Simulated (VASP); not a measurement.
Crystal: PtF2.

```
Pt F
1.0
     2.95724   -3.43226    0.00000
     2.95724    3.43226    0.00000
     0.00000    0.00000    3.11201
Pt F
1 2
Cartesian
  2.9572 0.0000 1.5560
  4.2457 0.0000 0.0000
  1.6688 0.0000 0.0000
```

Base run:

* Program: VASP 6.6.1
* Functional: PBEsol
* Potentials or basis: VASP PAW PBE potentials, release 64 (Pt, F)
* Cutoff: 520 eV
* k mesh: 6 × 6 × 10
* Occupations: gaussian, width 0.02 eV
* Spin: no spin polarisation

Its results: band gap on the k mesh 1.09 eV, indirect (least direct gap 1.20 eV); pressure -2.8 GPa; largest force 0.385 eV/Å.

The run is repeated on the same cell with these changes: functional from PBEsol to PBE. What comes out?

Band gap on the k mesh 1.16 eV, indirect (least direct gap 1.27 eV); pressure 0.3 GPa; largest force 0.096 eV/Å.

PBE binds less tightly than PBEsol, so the same cell stands under more pressure.

Caveats: spin-orbit coupling is left out, which moves the levels of the heavy elements; the PAW data sets were made with another functional, which shifts forces and pressure a little (some runs).

A k mesh can miss the band edges.
